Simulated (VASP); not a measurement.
**W: single point with LDA**

System: W, a slab with vacuum.

```
W
1.0
     3.13487    0.00000    0.00000
     0.00000    3.13487    0.00000
     0.00000    0.00000   22.26970
W
5
Direct
  0.00000 0.00000 0.36576
  0.50000 0.50000 0.42859
  0.00000 0.00000 0.50000
  0.50000 0.50000 0.57141
  0.00000 0.00000 0.63424
```

```
Program             : VASP 6.6.1
Task                : single point
Functional          : LDA
Potentials or basis : VASP PAW LDA potentials, release 64 (W_sv)
Cutoff              : 520 eV
k mesh              : 12 × 12 × 1
Occupations         : fermi-dirac, width 0.1 eV
Spin                : no spin polarisation
```

The largest force is 0.143 eV/Å and the band gap on the k mesh is zero (bands 35 and 36 overlap by 2.07 eV).

Forces on the atoms (eV/Å):
```
W    0.000  0.000 -0.143
W    0.000  0.000  0.014
W    0.000  0.000  0.000
W    0.000  0.000 -0.014
W    0.000  0.000  0.143
```

Levels at points of the mesh, in eV from the Fermi level:
```tsv
k point	band 33	band 34	band 35	band 36	band 37	band 38
(0.00, 0.00, 0.00)	-0.70	-0.37	-0.33	-0.24	0.00	0.00
(0.50, 0.00, 0.00)	-1.30	-0.10	0.07	0.33	1.20	1.59
(0.50, 0.50, 0.00)	-1.02	1.75	1.79	1.79	1.96	2.50
```

It took 6.2 min on 1 thread of Intel Xeon 8259CL, on a shared host, peak memory 0.35 GiB.

Caveat: spin-orbit coupling is left out, which moves the levels of the heavy elements.
